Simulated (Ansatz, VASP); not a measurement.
## Two plane-wave programs on F

```xyz
4
Lattice="2.7808 -1.8032 0.2935 2.7808 1.8032 0.2935 -0.8391 0.0000 6.7923" Properties=species:S:1:pos:R:3 pbc="T T T"
F     4.0908   -0.5920    1.0780
F     1.0513   -0.5920    2.9051
F     0.6317    0.5920    6.3012
F     3.6712    0.5920    4.4742
```

Change from the starting cell: volume 17.252 Å^3 an atom, stretch along a over the lengths across it, relative to the relaxed cell 0.9802.

Alike in both runs: task single point; functional PBE; dispersion D3(BJ); k mesh 8 × 8 × 4; occupations gaussian, width 0.05 eV; no spin polarisation.

|  | VASP | Ansatz |
| --- | --- | --- |
| version | VASP 6.6.1 | Ansatz 0.2.0 |
| potentials or method | VASP PAW PBE potentials, release 64 (F_h), cutoff 1350 eV | scalar-relativistic, plane waves, PAW |
| valence electrons in the cell | 28 | 28 |

VASP gave:

| Item | Value |
| --- | --- |
| gap on the k mesh at the Fermi level (eV) | 2.91 |
| least direct gap on the mesh (eV) | 2.91 |
| pressure (GPa) | -1.2 |
| traceless stress, the component that is largest in VASP (GPa) | -1.00 |
| rms of the force components (eV/Å) | 0.183 |

Question: What did Ansatz give for the same quantities?

Answer: gap on the k mesh at the Fermi level (eV): 2.92; least direct gap on the mesh (eV): 2.92; pressure (GPa): -0.7; traceless stress, the component that is largest in VASP (GPa): -1.07; rms of the force components (eV/Å): 0.183.

Atom by atom the forces differ by 0.000 eV/Å (rms over components).
